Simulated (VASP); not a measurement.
Wanted: the native input for a VASP 6.6.1 run.

```
Task                   : single point
Functional             : PBE
Dispersion             : D3(BJ)
Potentials or basis    : VASP PAW PBE potentials, release 64 (C, N, O)
Cutoff                 : 520 eV
k mesh                 : 4 × 4 × 2, shifted
Occupations            : fermi-dirac, width 0.0948 eV
Spin                   : no spin polarisation
Dipole correction      : no
Further INCAR settings : LREAL = Auto; ALGO = Normal; EDIFF = 1e-06; NBANDS = 78
```

The structure of CNO lies in POSCAR:

```
CNO
1.0
    0.0000000000     -4.0699404974     -3.7421379604
    0.0000000000      4.0699404974     -3.7421379604
   11.5006060762      0.0000000000      0.0000000000
C N O
8 8 8
Direct
    0.6882271552      0.4382271552      0.8987005270
    0.1882271552      0.9382271552      0.8987005270
    0.8117728448      0.5617728448      0.3987005270
    0.3117728448      0.0617728448      0.3987005270
    0.3117728448      0.5617728448      0.1012994730
    0.8117728448      0.0617728448      0.1012994730
    0.1882271552      0.4382271552      0.6012994730
    0.6882271552      0.9382271552      0.6012994730
    0.1035311864      0.8535311864      0.9928508966
    0.6035311864      0.3535311864      0.9928508966
    0.8964688136      0.6464688136      0.4928508966
    0.3964688136      0.1464688136      0.4928508966
    0.8964688136      0.1464688136      0.0071491034
    0.3964688136      0.6464688136      0.0071491034
    0.1035311864      0.3535311864      0.5071491034
    0.6035311864      0.8535311864      0.5071491034
    0.7642280073      0.5142280073      0.8103514982
    0.2642280073      0.0142280073      0.8103514982
    0.7357719927      0.4857719927      0.3103514982
    0.2357719927      0.9857719927      0.3103514982
    0.2357719927      0.4857719927      0.1896485018
    0.7357719927      0.9857719927      0.1896485018
    0.2642280073      0.5142280073      0.6896485018
    0.7642280073      0.0142280073      0.6896485018
```

These files were run (other wordings do the same):

INCAR

```
PREC     = Accurate       # precision mode
ENCUT    = 520            # plane-wave cutoff, eV
EDIFF    = 1E-6           # SCF threshold, eV
ISMEAR   = -1             # smearing method
SIGMA    = 0.0948         # smearing width, eV
LREAL    = Auto         
LASPH    = T              # aspherical terms in the spheres
NELM     = 60             # most SCF steps
ALGO     = Normal         # electronic algorithm
ISIF     = 2              # what is computed and relaxed
LWAVE    = F              # write WAVECAR
LCHARG   = T              # write CHGCAR
GGA      = PE             # functional
IVDW     = 12             # dispersion correction
LELF     = T              # ELF
LVHAR    = T            
NBANDS   = 78             # bands
```

KPOINTS

```
Automatic mesh
0
Gamma
  4 4 2
  0.5 0.5 0.5
```

Potentials or basis: VASP PAW PBE potentials, release 64 (C, N, O).

Command:

```bash
$ cat potpaw_PBE.64/C/POTCAR potpaw_PBE.64/N/POTCAR potpaw_PBE.64/O/POTCAR > POTCAR
$ mpirun -np 1 vasp_std > vasp.out
```

It gave:

```yaml
Pressure: 0.9 GPa
Largest_force: 0.693 eV/Å
Band_gap_on_the_k_mesh: zero (bands 60 and 61 overlap by 0.02 eV)
Dispersion_energy_per_atom: -0.081 eV
```

Run time: 8.2 min on 1 thread of Intel Xeon 8259CL (shared host), peak memory 0.43 GiB.
